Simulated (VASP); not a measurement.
# TaWC2 (R-3m) in VASP: notebook, part 2 of 2

VASP 6.6.1.

## (3) Single point, LDA

This run uses another cell than the first one, of 11.35 Å³/atom.

INCAR

```
SYSTEM = TaWC2
  ALGO = Normal
  EDIFF = 1E-7
  ENCUT = 520
  GGA = CA
  ISIF = 2
  ISMEAR = -1
  LASPH = .TRUE.
  LCHARG = .FALSE.
  LREAL = .FALSE.
  LWAVE = .FALSE.
  NBANDS = 24
  NELM = 100
  PREC = Accurate
  SIGMA = 0.05
```

KPOINTS

```
k-points
0
G
  10 10 10
  0 0 0
```

POSCAR

```
TaWC2
1.0
    1.5925398227      0.9194532953      5.1687539453
   -1.5925398227      0.9194532953      5.1687539453
    0.0000000000     -1.8389065907      5.1687539453
W Ta C
1 1 2
Direct
    0.0000000000      0.0000000000      0.0000000000
    0.5000000000      0.5000000000      0.5000000000
    0.2509330000      0.2509330000      0.2509330000
    0.7490670000      0.7490670000      0.7490670000
```

Potentials or basis: VASP PAW LDA potentials, release 64 (W_sv, Ta_pv, C).

The run is started by

```console
$ cat potpaw_LDA.64/W_sv/POTCAR potpaw_LDA.64/Ta_pv/POTCAR potpaw_LDA.64/C/POTCAR > POTCAR
$ mpirun -np 1 vasp_std > vasp.out
```

OUTCAR:

```text
SYSTEM = TaWC2
   EDIFF = 1E-7
   ENCUT = 520
   GGA = CA
   ISIF = 2
   ISMEAR = -1
   LASPH = .TRUE.
   LREAL = .FALSE.
   NELM = 100
   PREC = Accurate

 ion  position               nearest neighbor table
   1  0.000  0.000  0.000-   4 2.24   4 2.24   3 2.24   3 2.24   4 2.24   3 2.24   2 3.17   2 3.17
                             2 3.17   2 3.17   2 3.17   2 3.17
   2  0.500  0.500  0.500-   3 2.26   3 2.26   4 2.26   4 2.26   3 2.26   4 2.26   1 3.17   1 3.17
                             1 3.17   1 3.17   1 3.17   1 3.17
   3  0.251  0.251  0.251-   1 2.24   1 2.24   1 2.24   2 2.26   2 2.26   2 2.26
   4  0.749  0.749  0.749-   1 2.24   1 2.24   1 2.24   2 2.26   2 2.26   2 2.26

  LATTYP: Found a trigonal (rhomboedric) cell.
 ALAT       =     5.4861274863
 COS(alpha) =     0.8314693846

  Lattice vectors:

 A1 = (   1.5925398227,   0.9194532953,   5.1687539453)
 A2 = (  -1.5925398227,   0.9194532953,   5.1687539453)
 A3 = (   0.0000000000,  -1.8389065907,   5.1687539453)

Analysis of symmetry for initial positions (statically):
=====================================================================
[... 175 lines left out ...]

 E-fermi :   9.6427     XC(G=0): -13.3675

 val. band max:        9.6423212657   @ k =  -0.1000   0.2000   0.1000
 cond. band min:       9.6566585539   @ k =  -0.3000   0.1000   0.0000
 fundamental gap:      0.0143372882
 Fermi energy:         9.6426563266

 k-point     1 :       0.0000    0.0000    0.0000
  band No.  band energies     occupation
      1     -65.2495      2.00000
      2     -29.7257      2.00000
      3     -29.5725      2.00000
      4     -29.5725      2.00000
      5     -25.8848      2.00000
      6     -25.5544      2.00000
[... 637 lines left out ...]
     23      15.2938      0.00000
     24      15.9311      0.00000

 [... further k-points ...]

------------------------ aborting loop because EDIFF is reached ----------------------------------------

  FORCE on cell =-STRESS in cart. coord.  units (eV):
  Direction    XX          YY          ZZ          XY          YZ          ZX
  --------------------------------------------------------------------------------------
  -------------------------------------------------------------------------------------
  Total       -7.4280471     -7.4280471     -7.4027160      0.0000000      0.0000000      0.0000000
  in kB     -262.0765400   -262.0765400   -261.1828084      0.0000000      0.0000000      0.0000000
  external PRESSURE =    -261.7786294 kB  Pullay stress =       0.0000000 kB

 VOLUME and BASIS-vectors are now :
 -----------------------------------------------------------------------------
  energy-cutoff  :      520.00
  volume of cell :       45.41
      direct lattice vectors                 reciprocal lattice vectors
     1.592539823  0.919453295  5.168753945     0.313963891  0.181267137  0.064490076
    -1.592539823  0.919453295  5.168753945    -0.313963891  0.181267137  0.064490076
     0.000000000 -1.838906591  5.168753945     0.000000000 -0.362534274  0.064490076

 POSITION                                       TOTAL-FORCE (eV/Angst)
 -----------------------------------------------------------------------------------
      0.00000      0.00000      0.00000         0.000000     -0.000000      0.000000
      0.00000     -0.00000      7.75313         0.000000     -0.000000      0.000000
      0.00000     -0.00000      3.89103         0.000000     -0.000000      0.072932
      0.00000     -0.00000     11.61523         0.000000      0.000000     -0.072932
 -----------------------------------------------------------------------------------
    total drift:                                0.000000      0.000000      0.000000

  FREE ENERGIE OF THE ION-ELECTRON SYSTEM (eV)
  ---------------------------------------------------
  free  energy   TOTEN  =       -47.8462930940 eV

  energy  without entropy=      -47.8304989828  energy(sigma->0) =      -47.83839604
```

OSZICAR:

```text
N       E                     dE             d eps       ncg     rms          rms(c)
DAV:   1     0.263689686458E+03    0.26369E+03   -0.16783E+04  5568   0.145E+03
DAV:   2    -0.414181487443E+02   -0.30511E+03   -0.29271E+03  6344   0.420E+02
DAV:   3    -0.547607049265E+02   -0.13343E+02   -0.13055E+02  7184   0.811E+01
DAV:   4    -0.549704382153E+02   -0.20973E+00   -0.20955E+00  6096   0.105E+01
DAV:   5    -0.549736949915E+02   -0.32568E-02   -0.32560E-02  7264   0.124E+00    0.356E+01
DAV:   6    -0.483164640687E+02    0.66572E+01   -0.30392E+01  6360   0.340E+01    0.107E+01
DAV:   7    -0.481119921410E+02    0.20447E+00   -0.32596E+00  7008   0.121E+01    0.811E+00
DAV:   8    -0.478927855371E+02    0.21921E+00   -0.11147E+00  6736   0.653E+00    0.431E+00
DAV:   9    -0.478475431078E+02    0.45242E-01   -0.11292E-01  6784   0.219E+00    0.491E-01
DAV:  10    -0.478465610688E+02    0.98204E-03   -0.55437E-03  7080   0.471E-01    0.176E-01
DAV:  11    -0.478463112662E+02    0.24980E-03   -0.82399E-04  6976   0.228E-01    0.892E-02
DAV:  12    -0.478462930624E+02    0.18204E-04   -0.77761E-05  6648   0.570E-02    0.251E-02
DAV:  13    -0.478462932882E+02   -0.22575E-06   -0.22626E-06  6816   0.990E-03    0.377E-03
DAV:  14    -0.478462930978E+02    0.19038E-06   -0.84136E-07  6712   0.627E-03    0.940E-04
DAV:  15    -0.478462930940E+02    0.37353E-08   -0.42145E-08  3392   0.141E-03
   1 F= -.47846293E+02 E0= -.47838396E+02  d E =-.157941E-01
```

stdout:

```text
POSCAR found type information on POSCAR W TaC
 POSCAR found :  3 types and       4 ions
 scaLAPACK will be used
 LDA part: xc-table for (Slater(with rela. corr.)+CA(PZ))
 , standard interpolation
 POSCAR, INCAR and KPOINTS ok, starting setup
 FFT: planning ... GRIDC
 FFT: planning ... GRID_SOFT
 FFT: planning ... GRID
 WAVECAR not read
 entering main loop
```

Wall time 8.6 min (1 thread of Intel Xeon 8259CL, shared host); peak memory 0.31 GiB.

What came out:

| Quantity | Value |
| --- | --- |
| Free energy | -47.8463 eV |
| Pressure | -26.2 GPa |
| Largest force | 0.073 eV/Å |
| Band gap on the k mesh | zero (an odd number of electrons rules out a gap without spin polarisation) |

Forces on the atoms (eV/Å):
```
W    0.000  0.000  0.000
Ta   0.000  0.000  0.000
C    0.000  0.000  0.073
C    0.000  0.000 -0.073
```

Stress tensor (GPa, compression positive):
```
-26.21   0.00   0.00
  0.00 -26.21   0.00
  0.00   0.00 -26.12
```

Levels at points of the mesh, in eV from the Fermi level:
```
           k point  band 15  band 16  band 17  band 18  band 19  band 20
(0.00, 0.00, 0.00)    -1.94    -0.70    -0.70    -0.65    -0.24    -0.24
(0.50, 0.00, 0.00)    -4.24    -1.21    -0.68     1.32     1.98     2.89
(0.50, 0.50, 0.00)    -2.06    -2.00     1.10     1.50     1.66     2.35
(0.50, 0.50, 0.50)    -4.14    -0.92    -0.92     0.17     0.17     0.25
```

Caveat: the cell stands under tension; spin-orbit coupling is left out, which moves the levels of the heavy elements.

## (4) Single point, LDA

This run uses another cell than the first one, of 11.57 Å³/atom.

INCAR

```
SYSTEM = TaWC2
ALGO     = Normal         ! electronic algorithm
EDIFF    = 1E-6           ! SCF threshold, eV
ENCUT    = 520            ! plane-wave cutoff, eV
GGA      = CA             ! functional
ISIF     = 2              ! what is computed and relaxed
ISMEAR   = -1             ! smearing method
LASPH    = .True.         ! aspherical terms in the spheres
LCHARG   = .True.         ! write CHGCAR
LELF     = .True.         ! ELF
LREAL    = .False.        ! projectors in reciprocal space
LVHAR    = .True.       
LWAVE    = .False.        ! write WAVECAR
NBANDS   = 24             ! bands
NELM     = 80             ! most SCF steps
PREC     = Accurate       ! precision mode
SIGMA    = 0.05           ! smearing width, eV
```

KPOINTS

```
k-points
0
Gamma
  10 10 10
  0 0 0
```

POSCAR

```
TaWC2
1.0
    1.6026836620      0.9253098436      5.2016768326
   -1.6026836620      0.9253098436      5.2016768326
    0.0000000000     -1.8506196874      5.2016768326
W Ta C
1 1 2
Direct
    0.0000000000      0.0000000000      0.0000000000
    0.5000000000      0.5000000000      0.5000000000
    0.2509330000      0.2509330000      0.2509330000
    0.7490670000      0.7490670000      0.7490670000
```

The run is started by

```console
$ cat potpaw_LDA.64/W_sv/POTCAR potpaw_LDA.64/Ta_pv/POTCAR potpaw_LDA.64/C/POTCAR > POTCAR
$ mpirun -np 1 vasp_std > vasp.out
```

It took 7.3 min on 1 thread of Intel Xeon 8259CL, shared host; peak memory 0.31 GiB.

It converged, with:

| Item | Value |
| --- | --- |
| Free energy | -47.6908 eV |
| Pressure | -31.0 GPa |
| Largest force | 0.068 eV/Å |
| Band gap on the k mesh | zero (an odd number of electrons rules out a gap without spin polarisation) |

Forces in eV/Å, atoms in the order of the input:
```
W    0.000  0.000  0.000
Ta   0.000  0.000  0.000
C    0.000  0.000  0.068
C    0.000  0.000 -0.068
```

Stress tensor (GPa, compression positive):
```
-31.03   0.00   0.00
  0.00 -31.03   0.00
  0.00   0.00 -30.93
```

Levels at points of the mesh, in eV from the Fermi level:
```csv
k point,band 15,band 16,band 17,band 18,band 19,band 20
"(0.00, 0.00, 0.00)",-1.89,-0.68,-0.68,-0.62,-0.24,-0.24
"(0.50, 0.00, 0.00)",-4.16,-1.19,-0.66,1.27,1.91,2.81
"(0.50, 0.50, 0.00)",-2.04,-1.98,1.06,1.45,1.61,2.28
"(0.50, 0.50, 0.50)",-4.05,-0.90,-0.90,0.17,0.17,0.23
```

Caveat: the cell stands under tension; spin-orbit coupling is left out, which moves the levels of the heavy elements.

## (5) Single point, LDA

This run uses another cell than the first one, of 10.26 Å³/atom.

INCAR

```
ALGO = Normal ; EDIFF = 1E-6
ENCUT = 520 ; ISIF = 2
ISMEAR = -1 ; LASPH = T
LCHARG = F ; LREAL = F
LWAVE = F ; NBANDS = 24
NELM = 60 ; PREC = Accurate
SIGMA = 0.05
```

KPOINTS

```
k-points
0
Gamma
  10 10 10
```

POSCAR

```
TaWC2
1.0
    1.5397674660      0.8889851610      4.9974757625
   -1.5397674660      0.8889851610      4.9974757625
    0.0000000000     -1.7779703220      4.9974757625
W Ta C
1 1 2
Direct
    0.0000000000      0.0000000000      0.0000000000
    0.5000000000      0.5000000000      0.5000000000
    0.2509330000      0.2509330000      0.2509330000
    0.7490670000      0.7490670000      0.7490670000
```

The run is started by

```console
$ cat potpaw_LDA.64/W_sv/POTCAR potpaw_LDA.64/Ta_pv/POTCAR potpaw_LDA.64/C/POTCAR > POTCAR
$ mpirun -np 1 vasp_std > vasp.out
```

Wall time 6.1 min (1 thread of Intel Xeon 8259CL, shared host); peak memory 0.29 GiB.

Results (log left out):

```yaml
Free_energy: -48.1388 eV
Pressure: 7.6 GPa
Largest_force: 0.097 eV/Å
Band_gap_on_the_k_mesh: zero (an odd number of electrons rules out a gap without spin polarisation)
```

Forces in eV/Å, atoms in the order of the input:
```
W    0.000  0.000  0.000
Ta   0.000  0.000  0.000
C    0.000  0.000  0.097
C    0.000  0.000 -0.097
```

Levels at points of the mesh, in eV from the Fermi level:
| k point | band 14 | band 15 | band 16 | band 17 | band 18 | band 19 | band 20 | band 21 |
| --- | --- | --- | --- | --- | --- | --- | --- | --- |
| (0.00, 0.00, 0.00) | -2.36 | -2.22 | -0.84 | -0.84 | -0.78 | -0.24 | -0.24 | 2.10 |
| (0.50, 0.00, 0.00) | -5.07 | -4.67 | -1.31 | -0.79 | 1.61 | 2.37 | 3.37 | 3.92 |
| (0.50, 0.50, 0.00) | -5.08 | -2.17 | -2.11 | 1.34 | 1.80 | 1.97 | 2.80 | 3.75 |
| (0.50, 0.50, 0.50) | -4.61 | -4.61 | -1.03 | -1.03 | 0.17 | 0.17 | 0.33 | 0.75 |

Caveat: the cell stands under pressure; spin-orbit coupling is left out, which moves the levels of the heavy elements.

## (6) Summary

| cell | gap on the mesh (eV) | pressure (GPa) | largest force (eV/Å) |
| --- | --- | --- | --- |
| a = 5.451 Å, angles 33.8°, 4 atoms | none | -20.9 | 0.08 |
| a = 5.486 Å, angles 33.8°, 4 atoms | none | -26.2 | 0.07 |
| a = 5.521 Å, angles 33.8°, 4 atoms | none | -31.0 | 0.07 |
| a = 5.304 Å, angles 33.8°, 4 atoms | none | 7.6 | 0.10 |

Alike in all rows: task single point; level LDA; potentials or basis VASP PAW LDA potentials, release 64 (W_sv, Ta_pv, C); no spin polarisation; k mesh 10 × 10 × 10; cutoff (eV) 520; smearing fermi-dirac 0.05 eV.

Caveats: spin-orbit coupling is left out, which moves the levels of the heavy elements; the cell stands under tension (at least some runs); the cell stands under pressure (at least some runs).

Total energies depend on the potentials used, so only differences within one code and one set of settings carry meaning.
